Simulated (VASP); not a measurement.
Write the native input for VASP 6.6.1 that does the following.

| Quantity | Value |
| --- | --- |
| Task | relaxation of cell and atoms |
| Functional | PBEsol |
| Potentials or basis | VASP PAW PBE potentials, release 64 (Mo_sv, Se) |
| Cutoff | 600 eV |
| k mesh | 14 × 14 × 14 |
| Occupations | gaussian, width 0.1 eV |
| Spin | no spin polarisation |
| Dipole correction | no |
| Further INCAR settings | ALGO = Normal; EDIFF = 1e-07; IBRION = 2; EDIFFG = -0.01; NSW = 80; ISIF = 3 |

The structure of MoSe lies in POSCAR:

```
MoSe
1.0
    0.0000000000      2.5748516654      2.5748516654
    2.5748516654      0.0000000000      2.5748516654
    2.5748516654      2.5748516654      0.0000000000
Mo Se
1 1
Direct
    0.0000000000      0.0000000000      0.0000000000
    0.5000000000      0.5000000000      0.5000000000
```

One way to write it, as run:

INCAR

```
ALGO = Normal
EDIFF = 1E-7
EDIFFG = -0.01
ENCUT = 600
GGA = PS
IBRION = 2
ISIF = 3
ISMEAR = 0
LASPH = T
LCHARG = F
LREAL = F
LWAVE = F
NELM = 60
NSW = 80
PREC = Accurate
SIGMA = 0.1
```

KPOINTS

```
k-points
0
Gamma
  14 14 14
```

Potentials or basis: VASP PAW PBE potentials, release 64 (Mo_sv, Se).

The run is started by

```sh
$ cat potpaw_PBE.64/Mo_sv/POTCAR potpaw_PBE.64/Se/POTCAR > POTCAR
$ mpirun -np 1 vasp_std > vasp.out
```

Results of the run:

| Property | Result |
| --- | --- |
| Relaxed volume | 17.11 Å³/atom |
| Relaxed cell | a = 3.644 Å, b = 3.644 Å, c = 3.644 Å, α = 60.00°, β = 60.00°, γ = 60.00° |
| Space group after relaxing (to 0.1 Å) | Fm-3m (No. 225) |
| Energy gained by relaxing | 0.0 meV/atom |
| Ionic steps | 3 |
| Pressure after relaxing | 0.0 GPa |
| Band gap on the k mesh | zero (bands 10 and 11 overlap by 2.38 eV) |

Caveat: the PAW data sets were made with another functional, which shifts forces and pressure a little.

Run time: 3.2 min on 1 thread of Intel Xeon 8259CL, on a shared host, peak memory 0.23 GiB.
